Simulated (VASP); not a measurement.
Write the native input for VASP 6.6.1 that does the following.

```yaml
Task: electric field gradients
Functional: PBE
Potentials_or_basis: VASP PAW PBE potentials, release 64 (Cu)
Cutoff: 520 eV
k_mesh: 19 × 19 × 19
Occupations: fermi-dirac, width 0.08 eV
Spin: no spin polarisation
Dipole_correction: no
Further_INCAR_settings: ALGO = Normal; EDIFF = 1e-08; NBANDS = 12
```

The structure of Cu lies in POSCAR:

```
Cu
1.0
    0.0000000000      1.8194705475      1.8194705475
    1.8194705475      0.0000000000      1.8194705475
    1.8194705475      1.8194705475      0.0000000000
Cu
1
Direct
    0.0000000000      0.0000000000      0.0000000000
```

This cell differs from its parent crystal: volume scaled by 1.02.

One way to write it, as run:

INCAR

```
SYSTEM = Cu
PREC     = Accurate       ! precision mode
ENCUT    = 520            ! plane-wave cutoff, eV
EDIFF    = 1E-8           ! SCF threshold, eV
ISMEAR   = -1             ! smearing method
SIGMA    = 0.08           ! smearing width, eV
LREAL    = .FALSE.        ! projectors in reciprocal space
LASPH    = .TRUE.         ! aspherical terms in the spheres
NELM     = 80             ! most SCF steps
ALGO     = Normal         ! electronic algorithm
ISIF     = 2              ! what is computed and relaxed
LWAVE    = .FALSE.        ! write WAVECAR
LCHARG   = .FALSE.        ! write CHGCAR
GGA      = PE             ! functional
LEFG     = .TRUE.       
NBANDS   = 12             ! bands
```

KPOINTS

```
Automatic mesh
0
G
  19 19 19
  0 0 0
```

Potentials or basis: VASP PAW PBE potentials, release 64 (Cu).

Run with:

```bash
$ cat potpaw_PBE.64/Cu/POTCAR > POTCAR
$ mpirun -np 1 vasp_std > vasp.out
```

Results of the run:

- Pressure: -0.6 GPa

Caveat: without QUAD_EFG the Cq values of the log hold for a quadrupole moment of 1 mb, not for the nuclei.

Wall time 18 s on 1 thread of Intel(R) Xeon(R) 6975P-C (Granite Rapids), with other jobs on the host, peak memory 0.14 GiB.
